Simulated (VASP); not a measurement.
# BN (R3m) in VASP: further runs

Runs on BN. Level: PBE. Tasks: single point.

All numbers are computed with VASP 6.6.1; they aren't measurements. Logs are shortened: lines on timing, memory, paths and dates and some standing lists are left out, and cuts for length are marked.

## Step 1: The cell of the first run

Symmetry: R3m, No. 160, trigonal system. The conventional cell has a = 2.578 Å, b = 2.578 Å, c = 6.242 Å, α = 90.00°, β = 90.00°, γ = 120.00°. B (site symmetry 3m) has 4 N at 1.56 to 1.58 Å within 2.1 Å. Within 2.1 Å of N (site symmetry 3m) lie 4 B at 1.56 to 1.58 Å.

## Step 2: Single point, PBE (epitaxial 111 strain +1.0%)

Input file INCAR:

```
ALGO     = Normal         # electronic algorithm
EDIFF    = 1E-7           # SCF threshold, eV
ENCUT    = 520            # plane-wave cutoff, eV
GGA      = PE             # functional
ISIF     = 2              # what is computed and relaxed
ISMEAR   = 0              # smearing method
LASPH    = T              # aspherical terms in the spheres
LCHARG   = F              # write CHGCAR
LREAL    = F              # projectors in reciprocal space
LWAVE    = F              # write WAVECAR
NBANDS   = 11             # bands
NELM     = 80             # most SCF steps
PREC     = Accurate       # precision mode
SIGMA    = 0.01           # smearing width, eV
```

Input file KPOINTS:

```
k-points
0
Gamma
  6 6 6
```

Input file POSCAR:

```
BN
1.0
   -0.0138861666      1.8089875531      1.8089875531
    1.8089875531     -0.0138861666      1.8089875531
    1.8089875531      1.8089875531     -0.0138861666
B N
1 1
Direct
    0.0000000000      0.0000000000      0.0000000000
    0.2500000000      0.2500000000      0.2500000000
```

Potentials or basis: VASP PAW PBE potentials, release 64 (B, N).

Launch:

```
cat potpaw_PBE.64/B/POTCAR potpaw_PBE.64/N/POTCAR > POTCAR
mpirun -np 1 vasp_std > vasp.out
```

OUTCAR:

```text
EDIFF = 1E-7
   ENCUT = 520
   GGA = PE
   ISIF = 2
   ISMEAR = 0
   LASPH = T
   LREAL = F
   NELM = 80
   PREC = Accurate

 ion  position               nearest neighbor table
   1  0.000  0.000  0.000-   2 1.56   2 1.58   2 1.58   2 1.58
   2  0.250  0.250  0.250-   1 1.56   1 1.58   1 1.58   1 1.58

  LATTYP: Found a trigonal (rhomboedric) cell.
 ALAT       =     2.5583324178
 COS(alpha) =     0.4923092865

  Lattice vectors:

 A1 = (  -0.0138861666,   1.8089875531,   1.8089875531)
 A2 = (   1.8089875531,  -0.0138861666,   1.8089875531)
 A3 = (   1.8089875531,   1.8089875531,  -0.0138861666)

Analysis of symmetry for initial positions (statically):
=====================================================================
 Subroutine PRICEL returns:
 Original cell was already a primitive cell.

 Routine SETGRP: Setting up the symmetry group for a
 trigonal (rhombohedral) supercell.

 Subroutine GETGRP returns: Found  6 space group operations
 (whereof  6 operations were pure point group operations)
 out of a pool of 12 trial point group operations.

The static configuration has the point symmetry C_3v.

Analysis of symmetry for dynamics (positions and initial velocities):
=====================================================================
 Subroutine PRICEL returns:
 Original cell was already a primitive cell.

 Routine SETGRP: Setting up the symmetry group for a
 trigonal (rhombohedral) supercell.

 Subroutine GETGRP returns: Found  6 space group operations
 (whereof  6 operations were pure point group operations)
 out of a pool of 12 trial point group operations.

The dynamic configuration has the point symmetry C_3v.

 Subroutine INISYM returns: Found  6 space group operations
 (whereof  6 operations are pure point group operations),
 and found     1 'primitive' translations

----------------------------------------------------------------------------------------

                                     Primitive cell

  volume of cell :      11.9759

  direct lattice vectors                    reciprocal lattice vectors
    -0.013886167  1.808987553  1.808987553    -0.273235358  0.275348995  0.275348995
     1.808987553 -0.013886167  1.808987553     0.275348995 -0.273235358  0.275348995
     1.808987553  1.808987553 -0.013886167     0.275348995  0.275348995 -0.273235358

  length of vectors
     2.558332418  2.558332418  2.558332418     0.475701270  0.475701270  0.475701270

  position of ions in fractional coordinates (direct lattice)
     0.000000000  0.000000000  0.000000000
     0.250000000  0.250000000  0.250000000

  ion indices of the primitive-cell ions
   primitive index   ion index
                 1           1
                 2           2

----------------------------------------------------------------------------------------

 KPOINTS: k-points

Automatic generation of k-mesh.
 Grid dimensions read from file:
 generate k-points for:    6    6    6

 Generating k-lattice:

  Cartesian coordinates                     Fractional coordinates (reciprocal lattice)
    -0.045539226  0.045891499  0.045891499     0.166666667  0.000000000 -0.000000000
     0.045891499 -0.045539226  0.045891499     0.000000000  0.166666667 -0.000000000
     0.045891499  0.045891499 -0.045539226     0.000000000  0.000000000  0.166666667

  Length of vectors
     0.079283545  0.079283545  0.079283545

  Shift w.r.t. Gamma in fractional coordinates (k-lattice)
     0.000000000  0.000000000  0.000000000

 Subroutine IBZKPT returns following result:
 ===========================================

 Found     32 irreducible k-points:

 Following reciprocal coordinates:
            Coordinates               Weight
  0.000000  0.000000  0.000000      1.000000
  0.166667 -0.000000 -0.000000      6.000000
  0.333333  0.000000 -0.000000      6.000000
  0.500000  0.000000  0.000000      3.000000
  0.166667  0.166667 -0.000000      6.000000
  0.333333  0.166667 -0.000000     12.000000
[... 16 lines left out ...]
  0.500000  0.500000  0.166667      6.000000
 -0.333333  0.500000  0.166667     12.000000
 [... further k-points ...]
   k-points           NKPTS =     32   k-points in BZ     NKDIM =     32   number of bands    NBANDS=     11
   number of dos      NEDOS =    301   number of ions     NIONS =      2
   total plane-waves  NPLWV =   8000
   dimension x,y,z NGX =    20 NGY =   20 NGZ =   20
   dimension x,y,z NGXF=    40 NGYF=   40 NGZF=   40
   ions per type =               1   1
   NGX,Y,Z   is equivalent  to a cutoff of  13.00, 13.00, 13.00 a.u.
   NGXF,Y,Z  is equivalent  to a cutoff of  25.99, 25.99, 25.99 a.u.
 SYSTEM =  unknown system
   PREC   = accura    normal or accurate (medium, high low for compatibility)
   ISTART =      0    job   : 0-new  1-cont  2-samecut
   ICHARG =      2    charge: 1-file 2-atom 10-const
   ISPIN  =      1    spin polarized calculation?
   LNONCOLLINEAR =      F non collinear calculations
   LSORBIT =      F    spin-orbit coupling
   LASPH  =      T    aspherical Exc in radial PAW
   ENCUT  =  520.0 eV  38.22 Ry    6.18 a.u.   4.76  4.76  4.76*2*pi/ulx,y,z
   NELM   =     80;   NELMIN=  2; NELMDL= -5     # of ELM steps
   EDIFF  = 0.1E-06   stopping-criterion for ELM
   LREAL  =      F    real-space projection
   EDIFFG = 0.1E-05   stopping-criterion for IOM
   NSW    =      0    number of steps for IOM
   IBRION =     -1    ionic relax: 0-MD 1-quasi-New 2-CG
   NFREE  =      0    steps in history (QN), initial steepest desc. (CG)
   ISIF   =      2    stress and relaxation
   ISYM   =      2    0-nonsym 1-usesym 2-fastsym
   POTIM  = 0.5000    time-step for ionic-motion
   TEBEG  =    0.0;   TEEND  =   0.0 temperature during run
   PSTRESS=    0.0 pullay stress
   NELECT =       8.0000    total number of electrons
   NUPDOWN=      -1.0000    fix difference up-down
   EMIN   =  10.00;   EMAX   =-10.00  energy-range for DOS
   EFERMI =   0.00;   METHOD = LEGACY
   ISMEAR =     0;   SIGMA  =   0.01  broadening in eV -4-tet -1-fermi 0-gaus
   EFERMI_NEDOS =   21; number of points for ismear=-14 and -15
   IALGO  =     38    algorithm
   IMIX   =      4    mixing-type and parameters
     AMIX     =   0.40;   BMIX     =  1.00
     AMIX_MAG =   1.60;   BMIX_MAG =  1.00
  volume/ion in A,a.u.               =       5.99        40.41
  Fermi-wavevector in a.u.,A,eV,Ry     =   1.431095  2.704378 27.865197  2.048034
  Thomas-Fermi vector in A             =   2.550869
   LORBIT       =      0    0 simple, 1 ext, 2 COOP (PROOUT), +10 PAW based schemes
   GGA     = PE    functional components
   LHFCALC =     F    Hartree Fock is set to
   AEXX    =    0.0000 exact exchange contribution
   IVDW    =     0    specifies the selected vdW correction
   LEPSILON=     F    determine dielectric tensor
   LRPA    =     F    only Hartree local field effects (RPA)
 non-spin polarized calculation
 Gauss-broadening in eV      SIGMA  =   0.01
  energy-cutoff  :      520.00
  volume of cell :       11.98
 maximum number of plane-waves:       332
   NGX =  9   NGY =  9   NGZ =  9

 number of electron       7.9999999 magnetization

 Free energy of the ion-electron system (eV)
  ---------------------------------------------------
  ext. energy  EPLUGINS =         0.00000000
  ---------------------------------------------------
  free energy    TOTEN  =       -17.44390805 eV

  energy without entropy =      -17.44390805  energy(sigma->0) =      -17.44390805

 E-fermi :   7.3234     XC(G=0): -12.7526

 val. band max:        7.2612148774   @ k =   0.0000   0.0000   0.0000
 cond. band min:      11.6745099046   @ k =   0.5000   0.5000  -0.0000
 fundamental gap:      4.4132950272
 Fermi energy:         7.3233551278

 k-point     1 :       0.0000    0.0000    0.0000
  band No.  band energies     occupation
      1     -12.8395      2.00000
      2       7.2220      2.00000
      3       7.2220      2.00000
      4       7.2612      2.00000
      5      15.8858      0.00000
      6      15.8858      0.00000
      7      16.1331      0.00000
      8      17.4189      0.00000
      9      31.7247      0.00000
     10      34.8345      0.00000
     11      34.8345      0.00000

 k-point     2 :       0.1667   -0.0000   -0.0000
  band No.  band energies     occupation
      1     -12.1811      2.00000
      2       4.2219      2.00000
      3       6.6272      2.00000
      4       6.6486      2.00000
      5      16.4546      0.00000
      6      16.7779      0.00000
      7      17.0668      0.00000
      8      19.2328      0.00000
      9      31.0191      0.00000
     10      31.0388      0.00000
     11      31.3050      0.00000

 k-point     3 :       0.3333    0.0000   -0.0000
  band No.  band energies     occupation
      1     -10.3550      2.00000
      2      -0.5760      2.00000
      3       5.7177      2.00000
      4       5.7242      2.00000
      5      17.0209      0.00000
      6      17.7069      0.00000
      7      17.9576      0.00000
      8      21.5759      0.00000
      9      30.2950      0.00000
     10      31.3262      0.00000
     11      31.6981      0.00000

 k-point     4 :       0.5000    0.0000    0.0000
  band No.  band energies     occupation
      1      -8.7201      2.00000
      2      -3.3383      2.00000
      3       5.3400      2.00000
      4       5.3602      2.00000
      5      17.2409      0.00000
      6      17.7785      0.00000
      7      18.0275      0.00000
      8      22.3386      0.00000
      9      30.5059      0.00000
     10      33.6471      0.00000
     11      33.7187      0.00000
[... 239 lines left out ...]
 k-point    22 :      -0.1667    0.3333    0.1667
  band No.  band energies     occupation
      1      -8.9002      2.00000
      2      -0.1163      2.00000
      3       1.8552      2.00000
      4       3.7460      2.00000
      5      15.9762      0.00000
      6      19.0834      0.00000
      7      20.2899      0.00000
      8      22.6366      0.00000
      9      26.6669      0.00000
     10      32.5416      0.00000
     11      35.3179      0.00000

 k-point    23 :       0.5000    0.5000    0.1667
  band No.  band energies     occupation
      1      -7.8475      2.00000
      2      -0.8347      2.00000
      3       1.4474      2.00000
      4       2.9042      2.00000
      5      13.3571      0.00000
      6      18.3275      0.00000
      7      23.2086      0.00000
      8      23.2266      0.00000
      9      27.1712      0.00000
     10      33.6405      0.00000
     11      37.2227      0.00000

 k-point    24 :      -0.3333    0.5000    0.1667
  band No.  band energies     occupation
      1      -7.1197      2.00000
      2      -0.8748      2.00000
      3       1.1042      2.00000
      4       1.1954      2.00000
      5      14.9495      0.00000
      6      19.1447      0.00000
      7      22.1254      0.00000
      8      23.8393      0.00000
      9      26.6023      0.00000
     10      32.8518      0.00000
     11      37.2062      0.00000

 [... further k-points ...]

------------------------ aborting loop because EDIFF is reached ----------------------------------------

  FORCE on cell =-STRESS in cart. coord.  units (eV):
  Direction    XX          YY          ZZ          XY          YZ          ZX
  --------------------------------------------------------------------------------------
  -------------------------------------------------------------------------------------
  Total       -0.1377918     -0.1377918     -0.1377918      0.2524900      0.2524900      0.2524900
  in kB      -18.4342422    -18.4342422    -18.4342422     33.7789397     33.7789397     33.7789397
  external PRESSURE =     -18.4342422 kB  Pullay stress =       0.0000000 kB

 VOLUME and BASIS-vectors are now :
 -----------------------------------------------------------------------------
  energy-cutoff  :      520.00
  volume of cell :       11.98
      direct lattice vectors                 reciprocal lattice vectors
    -0.013886167  1.808987553  1.808987553    -0.273235358  0.275348995  0.275348995
     1.808987553 -0.013886167  1.808987553     0.275348995 -0.273235358  0.275348995
     1.808987553  1.808987553 -0.013886167     0.275348995  0.275348995 -0.273235358

 POSITION                                       TOTAL-FORCE (eV/Angst)
 -----------------------------------------------------------------------------------
      0.00000      0.00000      0.00000        -0.012896     -0.012896     -0.012896
      0.90102      0.90102      0.90102         0.012896      0.012896      0.012896
 -----------------------------------------------------------------------------------
    total drift:                                0.000001      0.000001      0.000001

  FREE ENERGIE OF THE ION-ELECTRON SYSTEM (eV)
  ---------------------------------------------------
  free  energy   TOTEN  =       -17.4439080495 eV

  energy  without entropy=      -17.4439080495  energy(sigma->0) =      -17.44390805
```

Run time: 6 s. Hardware: 1 thread of Intel Xeon Platinum 8259CL at 2.50GHz (Skylake/Cascade Lake), shared host; peak memory 0.12 GiB.

Results:

| Property | Result |
| --- | --- |
| Free energy | -17.4439 eV |
| Pressure | -1.8 GPa |
| Largest force | 0.022 eV/Å |
| Band gap on the k mesh | 4.41 eV, indirect (least direct gap 8.62 eV) |

Forces in eV/Å, atoms in the order of the input:
```
B   -0.013 -0.013 -0.013
N    0.013  0.013  0.013
```

Caveat: the k points lie up to 0.50 Å⁻¹ apart; the cell differs from its parent crystal (epitaxial 111 strain +1.0%). A k mesh can miss the band edges.

## Step 3: Single point, PBE (epitaxial 111 strain +2.0%)

Input file INCAR:

```
SYSTEM = BN
  ALGO = Normal
  EDIFF = 1E-6
  ENCUT = 520
  GGA = PE
  ISIF = 2
  ISMEAR = 0
  LASPH = .True.
  LCHARG = .False.
  LREAL = .False.
  LWAVE = .False.
  NBANDS = 11
  NELM = 80
  PREC = Accurate
  SIGMA = 0.01
```

Input file KPOINTS:

```
k-points
0
Gamma
  6 6 6
  0 0 0
```

Input file POSCAR:

```
BN
1.0
   -0.0277811212      1.8131408531      1.8131408531
    1.8131408531     -0.0277811212      1.8131408531
    1.8131408531      1.8131408531     -0.0277811212
B N
1 1
Direct
    0.0000000000      0.0000000000      0.0000000000
    0.2500000000      0.2500000000      0.2500000000
```

Potentials or basis: VASP PAW PBE potentials, release 64 (B, N).

Launch:

```
cat potpaw_PBE.64/B/POTCAR potpaw_PBE.64/N/POTCAR > POTCAR
mpirun -np 1 vasp_std > vasp.out
```

It took 4.7 s on 1 thread of Intel Xeon Platinum 8259CL at 2.50GHz (Skylake/Cascade Lake), shared host; peak memory 0.12 GiB.

The run converged. Its results:

* Free energy: -17.4289 eV
* Pressure: -8.1 GPa
* Largest force: 0.035 eV/Å
* Band gap on the k mesh: 4.37 eV, indirect (least direct gap 8.42 eV)

Forces in eV/Å, atoms in the order of the input:
```
B   -0.020 -0.020 -0.020
N    0.020  0.020  0.020
```

Stress tensor (GPa, compression positive):
```
-8.09  6.45  6.45
 6.45 -8.09  6.45
 6.45  6.45 -8.09
```

Levels at points of the mesh, in eV from the valence-band top:
| k point | band 2 | band 3 | band 4 | band 5 | band 6 | band 7 |
| --- | --- | --- | --- | --- | --- | --- |
| (0.00, 0.00, 0.00) | -0.07 | -0.07 | 0.00 | 8.42 | 8.42 | 8.76 |
| (0.50, 0.00, 0.00) | -10.46 | -1.89 | -1.84 | 9.74 | 10.32 | 10.83 |
| (0.50, 0.50, 0.00) | -8.76 | -4.93 | -4.65 | 4.37 | 9.03 | 17.35 |
| (0.50, 0.50, 0.50) | -10.39 | -2.09 | -2.09 | 9.29 | 10.32 | 10.32 |

Caveat: the k points lie up to 0.49 Å⁻¹ apart; the cell differs from its parent crystal (epitaxial 111 strain +2.0%). A k mesh can miss the band edges.
